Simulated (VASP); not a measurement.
Input of a VASP 6.6.1 run:

INCAR

```
PREC = Accurate ; ENCUT = 500
EDIFF = 1E-6 ; ISMEAR = 0
SIGMA = 0.01 ; LREAL = False
LASPH = True ; NELM = 120
ALGO = Normal ; ISIF = 2
LWAVE = False ; LCHARG = False
GGA = CA ; NBANDS = 52
GGA_COMPAT = False
```

Contents of KPOINTS:

```
Automatic mesh
0
Gamma
  4 4 4
```

Contents of POSCAR:

```
As2Pt
1.0
    6.0093797585      0.0000000000      0.0000000000
    0.0000000000      6.0093797585      0.0000000000
    0.0000000000      0.0000000000      6.0093797585
As Pt
8 4
Direct
    0.3840512993      0.3840512993      0.3840512993
    0.1159487007      0.6159487007      0.8840512993
    0.8840512993      0.1159487007      0.6159487007
    0.6159487007      0.8840512993      0.1159487007
    0.6159487007      0.6159487007      0.6159487007
    0.8840512993      0.3840512993      0.1159487007
    0.1159487007      0.8840512993      0.3840512993
    0.3840512993      0.1159487007      0.8840512993
    0.0000000000      0.0000000000      0.0000000000
    0.5000000000      0.0000000000      0.5000000000
    0.5000000000      0.5000000000      0.0000000000
    0.0000000000      0.5000000000      0.5000000000
```

Potentials or basis: VASP PAW LDA potentials, release 64 (As, Pt).

Run with:

```bash
$ cat potpaw_LDA.64/As/POTCAR potpaw_LDA.64/Pt/POTCAR > POTCAR
$ mpirun -np 1 vasp_std > vasp.out
```

(1) What does it give for the pressure?

(2) Estimate the largest force.

Answers

(1) -4.4 GPa.

(2) 0.166 eV/Å.

Caveat: the cell stands under tension.
